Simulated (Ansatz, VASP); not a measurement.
MgF2 in VASP and in Ansatz

```
CELL_PARAMETERS angstrom
4.55962 0.00000 0.00000
0.00000 4.55962 0.00000
0.00000 0.00000 2.97565
ATOMIC_POSITIONS crystal
Mg 0.00000 0.00000 0.00000
Mg 0.50000 0.50000 0.50000
F 0.30280 0.30280 0.00000
F 0.19720 0.80280 0.50000
F 0.69720 0.69720 0.00000
F 0.80280 0.19720 0.50000
```

Alike in both runs: task single point; functional r2SCAN; k mesh 6 × 6 × 9; occupations gaussian, width 0.0242 eV; no spin polarisation.

|  | VASP | Ansatz |
| --- | --- | --- |
| version | VASP 6.6.1 | Ansatz 0.2.0 |
| potentials or method | VASP PAW PBE potentials, release 64 (Mg, F), cutoff 660 eV | PAW plane waves |
| valence electrons in the cell | 32 | 48 |

VASP gave:

* gap on the k mesh at the Fermi level (eV): 8.42
* pressure (GPa): 4.6
* traceless stress, the component that is largest in VASP (GPa): 1.47
* rms of the force components (eV/Å): 0.044

Q: What did Ansatz give for the same quantities?

A: gap on the k mesh at the Fermi level (eV): 8.46; pressure (GPa): 6.1; traceless stress, the component that is largest in VASP (GPa): 1.54; rms of the force components (eV/Å): 0.048.

VASP's potentials were made for PBE, not for r2SCAN. Atom by atom the forces differ by 0.004 eV/Å (rms over components). The functional is the same, so the differences come from potentials, cutoffs and numerics. VASP's potentials hold 32 valence electrons a cell and Ansatz's 48, so a difference there can come from the potentials and not from the codes.
